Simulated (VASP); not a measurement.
# CuI (F-43m) in VASP: settings compared

CuI is run at these levels: HSE06, PBE-based global hybrid with 35 % exact exchange; tasks: single point.

Program: VASP 6.6.1. These are calculated values, not measurements. Logs are shortened: lines on timing, memory, paths and dates and some standing lists are left out, and cuts for length are marked.

### 1 The cell of the first run

The structure is cubic, space group F-43m (No. 216). The conventional cell has a = 6.024 Å, b = 6.024 Å, c = 6.024 Å, α = 90.00°, β = 90.00°, γ = 90.00°. Within 3.4 Å of Cu (site symmetry -43m) lie 4 I at 2.61 Å. Within 3.4 Å of I (site symmetry -43m) lie 4 Cu at 2.61 Å.

### 2 Single point, HSE06

POSCAR reads:

```
CuI
1.0
    0.0000000000      3.0120429050      3.0120429050
    3.0120429050      0.0000000000      3.0120429050
    3.0120429050      3.0120429050      0.0000000000
Cu I
1 1
Direct
    0.2500000000      0.2500000000      0.2500000000
    0.0000000000      0.0000000000      0.0000000000
```

INCAR.step1 reads:

```
PREC = Accurate ; ENCUT = 520
EDIFF = 1E-5 ; ISMEAR = 0
SIGMA = 0.01 ; LREAL = False
LASPH = True ; NELM = 100
ALGO = Normal ; ISIF = 2
LWAVE = True ; LCHARG = False
NBANDS = 16 ; GGA = PE
```

INCAR.step2 reads:

```
PREC = Accurate ; ENCUT = 520
EDIFF = 1E-7 ; ISMEAR = 0
SIGMA = 0.01 ; LREAL = False
LASPH = True ; NELM = 100
ALGO = Normal ; ISIF = 2
LWAVE = False ; LCHARG = False
GGA = PE ; LHFCALC = True
HFSCREEN = 0.2079 ; PRECFOCK = Normal
NBANDS = 16 ; ISTART = 1
```

KPOINTS reads:

```
regular mesh
0
Gamma
  4 4 4
```

Potentials or basis: VASP PAW PBE potentials, release 64 (Cu, I).

On the command line:

```bash
$ cat potpaw_PBE.64/Cu/POTCAR potpaw_PBE.64/I/POTCAR > POTCAR
$ cp INCAR.step1 INCAR
$ mpirun -np 1 vasp_std > vasp.out
$ cp INCAR.step2 INCAR
$ mpirun -np 1 vasp_std > vasp.out
```

OUTCAR:

```text
PREC = Accurate
   ENCUT = 520
   EDIFF = 1E-7
   ISMEAR = 0
   LREAL = False
   LASPH = True
   NELM = 100
   ISIF = 2
   GGA = PE
   LHFCALC = True
   HFSCREEN = 0.2079
   PRECFOCK = Normal
   ISTART = 1

 ion  position               nearest neighbor table
   1  0.250  0.250  0.250-   2 2.61   2 2.61   2 2.61   2 2.61
   2  0.000  0.000  0.000-   1 2.61   1 2.61   1 2.61   1 2.61

  LATTYP: Found a face centered cubic cell.
 ALAT       =     6.0240858100

  Lattice vectors:

 A1 = (   0.0000000000,   3.0120429050,   3.0120429050)
 A2 = (   3.0120429050,   0.0000000000,   3.0120429050)
 A3 = (   3.0120429050,   3.0120429050,   0.0000000000)

Analysis of symmetry for initial positions (statically):
=====================================================================
 Subroutine PRICEL returns:
 Original cell was already a primitive cell.

 Routine SETGRP: Setting up the symmetry group for a
 face centered cubic supercell.

 Subroutine GETGRP returns: Found 24 space group operations
 (whereof 24 operations were pure point group operations)
 out of a pool of 48 trial point group operations.

The static configuration has the point symmetry T_d .

Analysis of symmetry for dynamics (positions and initial velocities):
=====================================================================
 Subroutine PRICEL returns:
 Original cell was already a primitive cell.

 Routine SETGRP: Setting up the symmetry group for a
 face centered cubic supercell.

 Subroutine GETGRP returns: Found 24 space group operations
 (whereof 24 operations were pure point group operations)
 out of a pool of 48 trial point group operations.

The dynamic configuration has the point symmetry T_d .

 Subroutine INISYM returns: Found 24 space group operations
 (whereof 24 operations are pure point group operations),
 and found     1 'primitive' translations

----------------------------------------------------------------------------------------

                                     Primitive cell

  volume of cell :      54.6529

  direct lattice vectors                    reciprocal lattice vectors
     0.000000000  3.012042905  3.012042905    -0.166000291  0.166000291  0.166000291
     3.012042905  0.000000000  3.012042905     0.166000291 -0.166000291  0.166000291
     3.012042905  3.012042905  0.000000000     0.166000291  0.166000291 -0.166000291

  length of vectors
     4.259671927  4.259671927  4.259671927     0.287520939  0.287520939  0.287520939

  position of ions in fractional coordinates (direct lattice)
     0.250000000  0.250000000  0.250000000
     0.000000000  0.000000000  0.000000000

  ion indices of the primitive-cell ions
   primitive index   ion index
                 1           1
                 2           2

----------------------------------------------------------------------------------------

 KPOINTS: regular mesh

Automatic generation of k-mesh.
 Grid dimensions read from file:
 generate k-points for:    4    4    4

 Generating k-lattice:

  Cartesian coordinates                     Fractional coordinates (reciprocal lattice)
    -0.041500073  0.041500073  0.041500073     0.250000000  0.000000000  0.000000000
     0.041500073 -0.041500073  0.041500073     0.000000000  0.250000000  0.000000000
     0.041500073  0.041500073 -0.041500073     0.000000000  0.000000000  0.250000000

  Length of vectors
     0.071880235  0.071880235  0.071880235

  Shift w.r.t. Gamma in fractional coordinates (k-lattice)
     0.000000000  0.000000000  0.000000000

 Subroutine IBZKPT returns following result:
 ===========================================

 Found      8 irreducible k-points:

 Following reciprocal coordinates:
            Coordinates               Weight
  0.000000  0.000000  0.000000      1.000000
  0.250000  0.000000  0.000000      8.000000
  0.500000  0.000000  0.000000      4.000000
  0.250000  0.250000  0.000000      6.000000
  0.500000  0.250000  0.000000     24.000000
 -0.250000  0.250000  0.000000     12.000000
  0.500000  0.500000  0.000000      3.000000
 -0.250000  0.500000  0.250000      6.000000
   k-points           NKPTS =      8   k-points in BZ     NKDIM =     64   number of bands    NBANDS=     16
   number of dos      NEDOS =    301   number of ions     NIONS =      2
   total plane-waves  NPLWV =  32768
   dimension x,y,z NGX =    32 NGY =   32 NGZ =   32
   dimension x,y,z NGXF=    64 NGYF=   64 NGZF=   64
   ions per type =               1   1
   NGX,Y,Z   is equivalent  to a cutoff of  12.49, 12.49, 12.49 a.u.
   NGXF,Y,Z  is equivalent  to a cutoff of  24.98, 24.98, 24.98 a.u.
 SYSTEM =  unknown system
   PREC   = accura    normal or accurate (medium, high low for compatibility)
   ISTART =      1    job   : 0-new  1-cont  2-samecut
   ICHARG =      0    charge: 1-file 2-atom 10-const
   ISPIN  =      1    spin polarized calculation?
   LNONCOLLINEAR =      F non collinear calculations
   LSORBIT =      F    spin-orbit coupling
   LASPH  =      T    aspherical Exc in radial PAW
   ENCUT  =  520.0 eV  38.22 Ry    6.18 a.u.   7.92  7.92  7.92*2*pi/ulx,y,z
   NELM   =    100;   NELMIN=  2; NELMDL=  0     # of ELM steps
   EDIFF  = 0.1E-06   stopping-criterion for ELM
   LREAL  =      F    real-space projection
   EDIFFG = 0.1E-05   stopping-criterion for IOM
   NSW    =      0    number of steps for IOM
   IBRION =     -1    ionic relax: 0-MD 1-quasi-New 2-CG
   NFREE  =      0    steps in history (QN), initial steepest desc. (CG)
   ISIF   =      2    stress and relaxation
   ISYM   =      3    0-nonsym 1-usesym 2-fastsym
   POTIM  = 0.5000    time-step for ionic-motion
   TEBEG  =    0.0;   TEEND  =   0.0 temperature during run
   PSTRESS=    0.0 pullay stress
   NELECT =      18.0000    total number of electrons
   NUPDOWN=      -1.0000    fix difference up-down
   EMIN   =  10.00;   EMAX   =-10.00  energy-range for DOS
   EFERMI =   0.00;   METHOD = LEGACY
   ISMEAR =     0;   SIGMA  =   0.01  broadening in eV -4-tet -1-fermi 0-gaus
   EFERMI_NEDOS =   21; number of points for ismear=-14 and -15
   IALGO  =     38    algorithm
   IMIX   =      1    mixing-type and parameters
     AMIX     =   0.40;   BMIX     =  1.00
     AMIX_MAG =   1.60;   BMIX_MAG =  1.00
  volume/ion in A,a.u.               =      27.33       184.41
  Fermi-wavevector in a.u.,A,eV,Ry     =   1.130562  2.136453 17.390575  1.278171
  Thomas-Fermi vector in A             =   2.267259
   LORBIT       =      0    0 simple, 1 ext, 2 COOP (PROOUT), +10 PAW based schemes
   GGA     = PE    functional components
   LHFCALC =     T    Hartree Fock is set to
   PRECFOCK=normal    Normal, Fast or Accurate (Low or Medium for compatibility)
   ENCUT4O =  -1.0   cutoff for four orbital integrals eV
   NKREDX  =     1    reduce k-point grid by
   NKREDY  =     1    reduce k-point grid by
   NKREDZ  =     1    reduce k-point grid by
   AEXX    =    0.2500 exact exchange contribution
   HFSCREEN=    0.2079 screening length (either q_TF or 0.3 A-1)
   HFSCREENC=   0.2079 screening length for correlation (either q_TF or 0.3 A-1)
   ENCUTFOCK=  -1.0 apply spherical cutoff to Coloumb kernel
   IVDW    =     0    specifies the selected vdW correction
   LEPSILON=     F    determine dielectric tensor
   LRPA    =     F    only Hartree local field effects (RPA)
 non-spin polarized calculation
 Gauss-broadening in eV      SIGMA  =   0.01
  energy-cutoff  :      520.00
  volume of cell :       54.65
 maximum number of plane-waves:      1480
  NGX = 24; NGY = 24; NGZ = 24

 number of electron      18.0000017 magnetization

 Free energy of the ion-electron system (eV)
  ---------------------------------------------------
  ext. energy  EPLUGINS =         0.00000000
  ---------------------------------------------------
  free energy    TOTEN  =        -6.42808974 eV

  energy without entropy =       -6.42808974  energy(sigma->0) =       -6.42808974

 E-fermi :   3.8170     XC(G=0):  -7.4819

 val. band max:        3.6997159282   @ k =   0.0000   0.0000   0.0000
 cond. band min:       6.3320897038   @ k =   0.0000   0.0000   0.0000
 fundamental gap:      2.6323737757
 Fermi energy:         3.8170265048

 k-point     1 :       0.0000    0.0000    0.0000
  band No.  band energies     occupation
      1     -11.1542      2.00000
      2      -0.3921      2.00000
      3      -0.3921      2.00000
      4      -0.3921      2.00000
      5       1.1293      2.00000
      6       1.1293      2.00000
[... 8 lines left out ...]
     15      14.8273      0.00000
     16      14.8273      0.00000

 k-point     2 :       0.2500    0.0000    0.0000
  band No.  band energies     occupation
      1     -10.8543      2.00000
      2      -1.1016      2.00000
      3      -0.3313      2.00000
      4      -0.3313      2.00000
      5       1.1196      2.00000
      6       1.1196      2.00000
[... 8 lines left out ...]
     15      13.8940      0.00000
     16      14.1457      0.00000

 k-point     3 :       0.5000    0.0000    0.0000
  band No.  band energies     occupation
      1     -10.5098      2.00000
      2      -1.9660      2.00000
      3      -0.2812      2.00000
      4      -0.2812      2.00000
      5       1.1536      2.00000
      6       1.1536      2.00000
[... 8 lines left out ...]
     15      16.2732      0.00000
     16      16.2732      0.00000

 k-point     4 :       0.2500    0.2500    0.0000
  band No.  band energies     occupation
      1     -10.7537      2.00000
      2      -1.1836      2.00000
      3      -0.3174      2.00000
      4      -0.3174      2.00000
      5       1.0396      2.00000
      6       1.1705      2.00000
[... 8 lines left out ...]
     15      15.4712      0.00000
     16      17.2234      0.00000

 k-point     5 :       0.5000    0.2500    0.0000
  band No.  band energies     occupation
      1     -10.4063      2.00000
      2      -1.6610      2.00000
      3      -0.5845      2.00000
      4      -0.2362      2.00000
      5       1.0749      2.00000
      6       1.1670      2.00000
[... 8 lines left out ...]
     15      16.4190      0.00000
     16      17.2419      0.00000

 k-point     6 :      -0.2500    0.2500    0.0000
  band No.  band energies     occupation
      1     -10.5226      2.00000
      2      -1.4171      2.00000
      3      -0.7059      2.00000
      4      -0.2509      2.00000
      5       1.0856      2.00000
      6       1.1329      2.00000
[... 8 lines left out ...]
     15      15.6919      0.00000
     16      17.4760      0.00000

 k-point     7 :       0.5000    0.5000    0.0000
  band No.  band energies     occupation
      1     -10.2913      2.00000
      2      -1.9946      2.00000
      3      -0.1741      2.00000
      4      -0.1741      2.00000
      5       1.1274      2.00000
      6       1.2121      2.00000
[... 8 lines left out ...]
     15      16.6098      0.00000
     16      17.4235      0.00000

 k-point     8 :      -0.2500    0.5000    0.2500
  band No.  band energies     occupation
      1     -10.2872      2.00000
      2      -1.3954      2.00000
      3      -1.0238      2.00000
      4      -0.2006      2.00000
      5       1.0552      2.00000
      6       1.2198      2.00000
[... 8 lines left out ...]
     15      17.0564      0.00000
     16      17.4156      0.00000

------------------------ aborting loop because EDIFF is reached ----------------------------------------

  FORCE on cell =-STRESS in cart. coord.  units (eV):
  Direction    XX          YY          ZZ          XY          YZ          ZX
  --------------------------------------------------------------------------------------
  -------------------------------------------------------------------------------------
  Total        0.4946886      0.4946886      0.4946886      0.0000000      0.0000000      0.0000000
  in kB       14.5020388     14.5020388     14.5020388      0.0000000      0.0000000      0.0000000
  external PRESSURE =      14.5020388 kB  Pullay stress =       0.0000000 kB

 VOLUME and BASIS-vectors are now :
 -----------------------------------------------------------------------------
  energy-cutoff  :      520.00
  volume of cell :       54.65
      direct lattice vectors                 reciprocal lattice vectors
     0.000000000  3.012042905  3.012042905    -0.166000291  0.166000291  0.166000291
     3.012042905  0.000000000  3.012042905     0.166000291 -0.166000291  0.166000291
     3.012042905  3.012042905  0.000000000     0.166000291  0.166000291 -0.166000291

 POSITION                                       TOTAL-FORCE (eV/Angst)
 -----------------------------------------------------------------------------------
      1.50602      1.50602      1.50602         0.000000      0.000000      0.000000
      0.00000      0.00000      0.00000        -0.000000     -0.000000     -0.000000
 -----------------------------------------------------------------------------------
    total drift:                               -0.000269     -0.000236     -0.000194

  FREE ENERGIE OF THE ION-ELECTRON SYSTEM (eV)
  ---------------------------------------------------
  free  energy   TOTEN  =        -6.4280897445 eV

  energy  without entropy=       -6.4280897445  energy(sigma->0) =       -6.42808974
```

Run time: 6.7 min. Hardware: 1 thread of Intel Xeon Platinum 8259CL at 2.50GHz (Skylake/Cascade Lake), shared host; peak memory 0.29 GiB.

Results:

```
Free energy            : -6.4281 eV
Pressure               : 1.5 GPa
Band gap on the k mesh : 2.63 eV
```

Caveat: the k points lie up to 0.45 Å⁻¹ apart; the PAW data sets were made with another functional, which shifts forces and pressure a little; spin-orbit coupling is left out, which moves the levels of the heavy elements.

### 3 Single point, PBE-based global hybrid with 35 % exact exchange

POSCAR is that of step 2.

INCAR.step1 reads:

```
PREC     = Accurate       # precision mode
ENCUT    = 520            # plane-wave cutoff, eV
EDIFF    = 1E-5           # SCF threshold, eV
ISMEAR   = 0              # smearing method
SIGMA    = 0.01           # smearing width, eV
LREAL    = F              # projectors in reciprocal space
LASPH    = T              # aspherical terms in the spheres
NELM     = 60             # most SCF steps
ALGO     = Normal         # electronic algorithm
ISIF     = 2              # what is computed and relaxed
LWAVE    = T              # write WAVECAR
LCHARG   = F              # write CHGCAR
GGA      = PE             # functional
NBANDS   = 16             # bands
```

INCAR.step2 reads:

```
PREC     = Accurate       # precision mode
ENCUT    = 520            # plane-wave cutoff, eV
EDIFF    = 1E-6           # SCF threshold, eV
ISMEAR   = 0              # smearing method
SIGMA    = 0.01           # smearing width, eV
LREAL    = F              # projectors in reciprocal space
LASPH    = T              # aspherical terms in the spheres
NELM     = 60             # most SCF steps
ALGO     = Normal         # electronic algorithm
ISIF     = 2              # what is computed and relaxed
LWAVE    = F              # write WAVECAR
LCHARG   = F              # write CHGCAR
GGA      = PE             # functional
LHFCALC  = T              # exact exchange
AEXX     = 0.35           # exact-exchange fraction
PRECFOCK = Normal       
ISTART   = 1            
NBANDS   = 16             # bands
```

KPOINTS reads:

```
Automatic mesh
0
Gamma
  4 4 4
```

Potentials or basis: VASP PAW PBE potentials, release 64 (Cu, I).

On the command line:

```bash
$ cat potpaw_PBE.64/Cu/POTCAR potpaw_PBE.64/I/POTCAR > POTCAR
$ cp INCAR.step1 INCAR
$ mpirun -np 1 vasp_std > vasp.out
$ cp INCAR.step2 INCAR
$ mpirun -np 1 vasp_std > vasp.out
```

Wall time 6.1 min (1 thread of Intel Xeon Platinum 8259CL at 2.50GHz (Skylake/Cascade Lake), shared host); peak memory 0.19 GiB.

The run converged. Its results:

```
Free energy            : -7.6616 eV
Pressure               : 1.2 GPa
Band gap on the k mesh : 4.22 eV
```

Levels at points of the mesh, in eV from the valence-band top:
| k point | band 7 | band 8 | band 9 | band 10 | band 11 | band 12 |
| --- | --- | --- | --- | --- | --- | --- |
| (0.00, 0.00, 0.00) | 0.00 | 0.00 | 0.00 | 4.22 | 7.89 | 7.89 |
| (0.50, 0.00, 0.00) | -2.84 | -0.92 | -0.92 | 5.20 | 8.39 | 8.39 |
| (0.50, 0.50, 0.00) | -2.65 | -2.21 | -2.21 | 5.31 | 5.82 | 12.74 |

Caveat: the k points lie up to 0.45 Å⁻¹ apart; the PAW data sets were made with another functional, which shifts forces and pressure a little; spin-orbit coupling is left out, which moves the levels of the heavy elements.
